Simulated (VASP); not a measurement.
A run of VASP 6.6.1:

Contents of INCAR:

```
PREC = Accurate ; ENCUT = 520
EDIFF = 1E-6 ; ISMEAR = -1
SIGMA = 0.05 ; LREAL = False
LASPH = True ; NELM = 150
ALGO = Fast ; ISIF = 2
LWAVE = False ; LCHARG = False
ISPIN = 2 ; MAGMOM = 4 4
LORBIT = 11 ; LMAXMIX = 4
NBANDS = 24
```

Contents of KPOINTS:

```
Automatic mesh
0
Gamma
  12 12 7
```

The input POSCAR:

```
Mn
1.0
    2.4329448958      0.0000000000      0.0000000000
   -1.2164724479      2.1069920858      0.0000000000
    0.0000000000      0.0000000000      3.9440046930
Mn
2
Direct
    0.3333333333      0.6666666667      0.2500000000
    0.6666666667      0.3333333333      0.7500000000
```

Potentials or basis: VASP PAW LDA potentials, release 64 (Mn_pv).

Run with:

```bash
$ cat potpaw_LDA.64/Mn_pv/POTCAR > POTCAR
$ mpirun -np 1 vasp_std > vasp.out
```

Hardware: 1 thread of Intel(R) Xeon(R) 6975P-C (Granite Rapids), with other jobs on the host.

**Question.** How long does it take, and how much memory?

**Answer.** It took 29 s on 1 thread of Intel(R) Xeon(R) 6975P-C (Granite Rapids), with other jobs on the host, peak memory 0.15 GiB. Counts: scf iterations 14, k points 76.
